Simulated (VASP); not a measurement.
# AlN: single point with PBE

AlN:

```
Al N
1.0
    -0.03900    1.93071    1.93071
     1.93071   -0.03900    1.93071
     1.93071    1.93071   -0.03900
Al N
1 1
Direct
  0.50000 0.50000 0.50000
  0.00000 0.00000 0.00000
```

```json
{
 "Program": "VASP 6.6.1",
 "Task": "single point",
 "Functional": "PBE",
 "Potentials or basis": "VASP PAW PBE potentials, release 64 (Al, N)",
 "Cutoff": "520 eV",
 "k mesh": "10 × 10 × 10",
 "Occupations": "gaussian, width 0.05 eV",
 "Spin": "no spin polarisation"
}
```

```
Pressure               : 41.4 GPa
Band gap on the k mesh : 4.65 eV, indirect (least direct gap 6.98 eV)
```

Stress tensor (GPa, compression positive):
```
41.41  7.06  7.06
 7.06 41.41  7.06
 7.06  7.06 41.41
```

Levels at points of the mesh, in eV from the valence-band top:
| k point | band 1 | band 2 | band 3 | band 4 | band 5 | band 6 | band 7 | band 8 |
| --- | --- | --- | --- | --- | --- | --- | --- | --- |
| (0.00, 0.00, 0.00) | -18.87 | -0.44 | -0.44 | 0.00 | 6.98 | 11.88 | 11.88 | 12.96 |
| (0.50, 0.00, 0.00) | -15.22 | -9.39 | -1.65 | -1.36 | 6.67 | 11.58 | 12.03 | 14.48 |
| (0.50, 0.50, 0.00) | -14.02 | -8.43 | -3.61 | -3.14 | 4.65 | 5.57 | 15.07 | 18.61 |
| (0.50, 0.50, 0.50) | -14.97 | -9.10 | -1.82 | -1.82 | 6.10 | 11.11 | 11.11 | 15.00 |

Wall time 27 s on 1 thread of Intel Xeon 8259CL, on a shared host, peak memory 0.13 GiB.

A k mesh can miss the band edges.
